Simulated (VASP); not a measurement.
# La11Al4C4 (a cell with a defect) in VASP: single point with LDA

Aim: the single point of La11Al4C4 (a cell with a defect) with LDA.

Program: VASP 6.6.1. These are calculated values, not measurements. Logs are shortened: lines on timing, memory, paths and dates and some standing lists are left out, and cuts for length are marked.

### 1 The cell of the first run

The cell holds a defect, 19 atoms: a = 10.410 Å, b = 10.410 Å, c = 5.205 Å, α = 90.00°, β = 90.00°, γ = 90.00°.

### 2 Single point, LDA

INCAR

```
SYSTEM = La11Al4C4
PREC     = Accurate       ! precision mode
ENCUT    = 520            ! plane-wave cutoff, eV
EDIFF    = 1E-6           ! SCF threshold, eV
ISMEAR   = -1             ! smearing method
SIGMA    = 0.01           ! smearing width, eV
LREAL    = .False.        ! projectors in reciprocal space
LASPH    = .True.         ! aspherical terms in the spheres
NELM     = 200            ! most SCF steps
ALGO     = Normal         ! electronic algorithm
ISIF     = 2              ! what is computed and relaxed
LWAVE    = .False.        ! write WAVECAR
LCHARG   = .False.        ! write CHGCAR
NBANDS   = 90             ! bands
GGA_COMPAT= .False.      
LMAXMIX  = 6              ! l up to which the mixer works
```

KPOINTS

```
regular mesh
0
Gamma
  1 1 2
  0 0 0
```

POSCAR

```
La11Al4C4
1.0
   10.4102620000      0.0000000000      0.0000000000
    0.0000000000     10.4102620000      0.0000000000
    0.0000000000      0.0000000000      5.2051310000
La Al C
11 4 4
Direct
    0.2500000000      0.0112515139      0.5000000000
    0.0112515139      0.2500000000      0.5000000000
    0.2500000000      0.7500000000      0.0000000000
    0.2500000000      0.4887484861      0.5000000000
   -0.0029567323      0.7500000000      0.5000000000
    0.7500000000      0.2500000000      0.0000000000
    0.7500000000     -0.0029567323      0.5000000000
    0.4887484861      0.2500000000      0.5000000000
    0.7500000000      0.7500000000      0.0000000000
    0.7500000000      0.5029567323      0.5000000000
    0.5029567323      0.7500000000      0.5000000000
   -0.0093955938     -0.0093955938      0.0000000000
   -0.0093955938      0.5093955938      0.0000000000
    0.5093955938     -0.0093955938      0.0000000000
    0.5093955938      0.5093955938      0.0000000000
    0.2500000000      0.2500000000      0.5000000000
    0.2500000000      0.7500000000      0.5000000000
    0.7500000000      0.2500000000      0.5000000000
    0.7500000000      0.7500000000      0.5000000000
```

Potentials or basis: VASP PAW LDA potentials, release 64 (La, Al, C).

Run with:

```sh
cat potpaw_LDA.64/La/POTCAR potpaw_LDA.64/Al/POTCAR potpaw_LDA.64/C/POTCAR > POTCAR
mpirun -np 1 vasp_std > vasp.out
```

OUTCAR:

```text
SYSTEM = La11Al4C4
   PREC = Accurate
   ENCUT = 520
   EDIFF = 1E-6
   ISMEAR = -1
   LREAL = .False.
   LASPH = .True.
   NELM = 200
   ISIF = 2

 ion  position               nearest neighbor table
   1  0.250  0.011  0.500-  16 2.49  17 2.72   2 3.51   8 3.51
   2  0.011  0.250  0.500-  16 2.49  18 2.72   1 3.51   4 3.51
   3  0.250  0.750  0.000-  17 2.60  17 2.60
   4  0.250  0.489  0.500-  16 2.49  17 2.72   2 3.51   8 3.51
   5  0.997  0.750  0.500-  19 2.57  17 2.63   7 3.64  10 3.64   9 3.66   9 3.66
   6  0.750  0.250  0.000-  18 2.60  18 2.60
   7  0.750  0.997  0.500-  19 2.57  18 2.63   5 3.64  11 3.64   9 3.66   9 3.66
   8  0.489  0.250  0.500-  16 2.49  18 2.72   1 3.51   4 3.51
   9  0.750  0.750  0.000-  19 2.60  19 2.60  10 3.66  11 3.66   5 3.66   5 3.66   7 3.66  10 3.66
                            11 3.66   7 3.66
  10  0.750  0.503  0.500-  19 2.57  18 2.63   5 3.64  11 3.64   9 3.66   9 3.66
  11  0.503  0.750  0.500-  19 2.57  17 2.63   7 3.64  10 3.64   9 3.66   9 3.66
  12  0.991  0.991  0.000-
  13  0.991  0.509  0.000-
  14  0.509  0.991  0.000-
  15  0.509  0.509  0.000-
  16  0.250  0.250  0.500-   1 2.49   2 2.49   4 2.49   8 2.49
  17  0.250  0.750  0.500-   3 2.60   3 2.60  11 2.63   5 2.63   4 2.72   1 2.72
  18  0.750  0.250  0.500-   6 2.60   6 2.60  10 2.63   7 2.63   2 2.72   8 2.72
  19  0.750  0.750  0.500-   5 2.57   7 2.57  10 2.57  11 2.57   9 2.60   9 2.60

  LATTYP: Found a simple tetragonal cell.
 ALAT       =    10.4102620000
 C/A-ratio  =     0.5000000000

  Lattice vectors:

 A1 = (  10.4102620000,   0.0000000000,   0.0000000000)
 A2 = (   0.0000000000,  10.4102620000,   0.0000000000)
 A3 = (   0.0000000000,   0.0000000000,   5.2051310000)

Analysis of symmetry for initial positions (statically):
=====================================================================
 Subroutine PRICEL returns:
 Original cell was already a primitive cell.

 Routine SETGRP: Setting up the symmetry group for a
 simple tetragonal supercell.

 Subroutine GETGRP returns: Found 16 space group operations
 (whereof  4 operations were pure point group operations)
 out of a pool of 16 trial point group operations.

The static configuration has the point symmetry C_2v.
 The point group associated with its full space group is D_4h.

Analysis of symmetry for dynamics (positions and initial velocities):
=====================================================================
 Subroutine PRICEL returns:
 Original cell was already a primitive cell.

 Routine SETGRP: Setting up the symmetry group for a
 simple tetragonal supercell.

 Subroutine GETGRP returns: Found 16 space group operations
 (whereof  4 operations were pure point group operations)
 out of a pool of 16 trial point group operations.

The dynamic configuration has the point symmetry C_2v.
 The point group associated with its full space group is D_4h.

 Subroutine INISYM returns: Found 16 space group operations
 (whereof  4 operations are pure point group operations),
 and found     1 'primitive' translations

----------------------------------------------------------------------------------------

                                     Primitive cell

  volume of cell :     564.0986

  direct lattice vectors                    reciprocal lattice vectors
    10.410262000  0.000000000  0.000000000     0.096059062  0.000000000  0.000000000
     0.000000000 10.410262000  0.000000000     0.000000000  0.096059062  0.000000000
     0.000000000  0.000000000  5.205131000     0.000000000  0.000000000  0.192118123

  length of vectors
    10.410262000 10.410262000  5.205131000     0.096059062  0.096059062  0.192118123

  position of ions in fractional coordinates (direct lattice)
     0.250000000  0.011251514  0.500000000
     0.011251514  0.250000000  0.500000000
     0.250000000  0.750000000  0.000000000
     0.250000000  0.488748486  0.500000000
     0.997043268  0.750000000  0.500000000
     0.750000000  0.250000000  0.000000000
[... 11 lines left out ...]
     0.750000000  0.250000000  0.500000000
     0.750000000  0.750000000  0.500000000

  ion indices of the primitive-cell ions
   primitive index   ion index
                 1           1
                 2           2
                 3           3
                 4           4
                 5           5
                 6           6
[... 11 lines left out ...]
                18          18
                19          19

----------------------------------------------------------------------------------------

 KPOINTS: regular mesh

Automatic generation of k-mesh.
 Grid dimensions read from file:
 generate k-points for:    1    1    2

 Generating k-lattice:

  Cartesian coordinates                     Fractional coordinates (reciprocal lattice)
     0.096059062  0.000000000  0.000000000     1.000000000  0.000000000  0.000000000
     0.000000000  0.096059062  0.000000000     0.000000000  1.000000000  0.000000000
     0.000000000  0.000000000  0.096059062     0.000000000  0.000000000  0.500000000

  Length of vectors
     0.096059062  0.096059062  0.096059062

  Shift w.r.t. Gamma in fractional coordinates (k-lattice)
     0.000000000  0.000000000  0.000000000

 Subroutine IBZKPT returns following result:
 ===========================================

 Found      2 irreducible k-points:

 Following reciprocal coordinates:
            Coordinates               Weight
  0.000000  0.000000  0.000000      1.000000
  0.000000  0.000000  0.500000      1.000000
   k-points           NKPTS =      2   k-points in BZ     NKDIM =      2   number of bands    NBANDS=     90
   number of dos      NEDOS =    301   number of ions     NIONS =     19
   total plane-waves  NPLWV = 256000
   dimension x,y,z NGX =    80 NGY =   80 NGZ =   40
   dimension x,y,z NGXF=   160 NGYF=  160 NGZF=   80
   ions per type =              11   4   4
   NGX,Y,Z   is equivalent  to a cutoff of  12.78, 12.78, 12.78 a.u.
   NGXF,Y,Z  is equivalent  to a cutoff of  25.55, 25.55, 25.55 a.u.
 SYSTEM =  La11Al4C4
   PREC   = accura    normal or accurate (medium, high low for compatibility)
   ISTART =      0    job   : 0-new  1-cont  2-samecut
   ICHARG =      2    charge: 1-file 2-atom 10-const
   ISPIN  =      1    spin polarized calculation?
   LNONCOLLINEAR =      F non collinear calculations
   LSORBIT =      F    spin-orbit coupling
   LASPH  =      T    aspherical Exc in radial PAW
   ENCUT  =  520.0 eV  38.22 Ry    6.18 a.u.  19.36 19.36  9.68*2*pi/ulx,y,z
   NELM   =    200;   NELMIN=  2; NELMDL= -5     # of ELM steps
   EDIFF  = 0.1E-05   stopping-criterion for ELM
   LREAL  =      F    real-space projection
   EDIFFG = 0.1E-04   stopping-criterion for IOM
   NSW    =      0    number of steps for IOM
   IBRION =     -1    ionic relax: 0-MD 1-quasi-New 2-CG
   NFREE  =      0    steps in history (QN), initial steepest desc. (CG)
   ISIF   =      2    stress and relaxation
   ISYM   =      2    0-nonsym 1-usesym 2-fastsym
   POTIM  = 0.5000    time-step for ionic-motion
   TEBEG  =    0.0;   TEEND  =   0.0 temperature during run
   PSTRESS=    0.0 pullay stress
   NELECT =     149.0000    total number of electrons
   NUPDOWN=      -1.0000    fix difference up-down
   EMIN   =  10.00;   EMAX   =-10.00  energy-range for DOS
   EFERMI =   0.00;   METHOD = LEGACY
   ISMEAR =    -1;   SIGMA  =   0.01  broadening in eV -4-tet -1-fermi 0-gaus
   EFERMI_NEDOS =   21; number of points for ismear=-14 and -15
   IALGO  =     38    algorithm
   IMIX   =      4    mixing-type and parameters
     AMIX     =   0.40;   BMIX     =  1.00
     AMIX_MAG =   1.60;   BMIX_MAG =  1.00
  volume/ion in A,a.u.               =      29.69       200.35
  Fermi-wavevector in a.u.,A,eV,Ry     =   1.050393  1.984955 15.011662  1.103326
  Thomas-Fermi vector in A             =   2.185395
   LORBIT       =      0    0 simple, 1 ext, 2 COOP (PROOUT), +10 PAW based schemes
   GGA     = CA    functional components
   LHFCALC =     F    Hartree Fock is set to
   AEXX    =    0.0000 exact exchange contribution
   IVDW    =     0    specifies the selected vdW correction
   LEPSILON=     F    determine dielectric tensor
   LRPA    =     F    only Hartree local field effects (RPA)
 non-spin polarized calculation
  energy-cutoff  :      520.00
  volume of cell :      564.10
 maximum number of plane-waves:     15316
 NGX is ok and might be reduce to    80
   NGX = 39   NGY = 39   NGZ = 19

 number of electron     149.0000010 magnetization

 Free energy of the ion-electron system (eV)
  ---------------------------------------------------
  ext. energy  EPLUGINS =         0.00000000
  ---------------------------------------------------
  free energy    TOTEN  =      -116.70865723 eV

  energy without entropy =     -116.69228655  energy(sigma->0) =     -116.70047189

 E-fermi :   6.2321     XC(G=0):  -9.4230

 val. band max:        6.2265557447   @ k =   0.0000   0.0000   0.0000
 cond. band min:       6.2471996010   @ k =   0.0000   0.0000   0.0000
 fundamental gap:      0.0206438563
 Fermi energy:         6.2320560780

 k-point     1 :       0.0000    0.0000    0.0000
  band No.  band energies     occupation
      1     -26.2547      2.00000
      2     -26.1696      2.00000
      3     -26.1696      2.00000
      4     -26.1216      2.00000
      5     -26.0463      2.00000
      6     -25.9504      2.00000
[... 78 lines left out ...]
     85       6.9076      0.00000
     86       7.3733      0.00000

 k-point     2 :       0.0000    0.0000    0.5000
  band No.  band energies     occupation
      1     -26.2447      2.00000
      2     -26.1687      2.00000
      3     -26.1687      2.00000
      4     -26.1041      2.00000
      5     -25.9874      2.00000
      6     -25.9393      2.00000
[... 78 lines left out ...]
     85       7.4982      0.00000
     86       7.5137      0.00000
 [bands above 86 left out]

------------------------ aborting loop because EDIFF is reached ----------------------------------------

  FORCE on cell =-STRESS in cart. coord.  units (eV):
  Direction    XX          YY          ZZ          XY          YZ          ZX
  --------------------------------------------------------------------------------------
  -------------------------------------------------------------------------------------
  Total      -20.0074749    -20.0074749    -20.5133364      0.0000000      0.0000000     -0.0000000
  in kB      -56.8261036    -56.8261036    -58.2628735      0.0000000      0.0000000     -0.0000000
  external PRESSURE =     -57.3050269 kB  Pullay stress =       0.0000000 kB

 VOLUME and BASIS-vectors are now :
 -----------------------------------------------------------------------------
  energy-cutoff  :      520.00
  volume of cell :      564.10
      direct lattice vectors                 reciprocal lattice vectors
    10.410262000  0.000000000  0.000000000     0.096059062  0.000000000  0.000000000
     0.000000000 10.410262000  0.000000000     0.000000000  0.096059062  0.000000000
     0.000000000  0.000000000  5.205131000     0.000000000  0.000000000  0.192118123

 POSITION                                       TOTAL-FORCE (eV/Angst)
 -----------------------------------------------------------------------------------
      2.60257      0.11713      2.60257         0.000000      0.000010     -0.000000
      0.11713      2.60257      2.60257         0.000010     -0.000000     -0.000000
      2.60257      7.80770      0.00000        -0.000000     -0.000000     -0.000000
      2.60257      5.08800      2.60257         0.000000     -0.000010     -0.000000
     10.37948      7.80770      2.60257        -0.017854     -0.000000     -0.000000
      7.80770      2.60257      0.00000        -0.000000     -0.000000     -0.000000
[... 11 lines left out ...]
      7.80770      2.60257      2.60257        -0.000000     -0.000000     -0.000000
      7.80770      7.80770      2.60257        -0.000000     -0.000000     -0.000000
 -----------------------------------------------------------------------------------
    total drift:                                0.000000      0.000000     -0.000000

  FREE ENERGIE OF THE ION-ELECTRON SYSTEM (eV)
  ---------------------------------------------------
  free  energy   TOTEN  =      -116.7086572329 eV

  energy  without entropy=     -116.6922865491  energy(sigma->0) =     -116.70047189
```

Wall time 4.8 min (1 thread of Intel Xeon Platinum 8375C at 2.90GHz (Ice Lake), shared host); peak memory 0.45 GiB.

Results:

- Free energy: -116.7087 eV
- Pressure: -5.7 GPa
- Largest force: 0.018 eV/Å
- Band gap on the k mesh: zero (an odd number of electrons rules out a gap without spin polarisation)

Forces on the atoms (eV/Å):
```
La   0.000  0.000  0.000
La   0.000  0.000  0.000
La   0.000  0.000  0.000
La   0.000  0.000  0.000
La  -0.018  0.000  0.000
La   0.000  0.000  0.000
La   0.000 -0.018  0.000
La   0.000  0.000  0.000
La   0.000  0.000  0.000
La   0.000  0.018  0.000
La   0.018  0.000  0.000
Al  -0.009 -0.009  0.000
Al  -0.009  0.009  0.000
Al   0.009 -0.009  0.000
Al   0.009  0.009  0.000
C    0.000  0.000  0.000
C    0.000  0.000  0.000
C    0.000  0.000  0.000
C    0.000  0.000  0.000
```

Stress tensor (GPa, compression positive):
```
-5.68  0.00  0.00
 0.00 -5.68  0.00
 0.00  0.00 -5.83
```

Caveat: the k points lie up to 0.60 Å⁻¹ apart, too coarse for converged energies and pressures of a metal; spin-orbit coupling is left out, which moves the levels of the heavy elements.
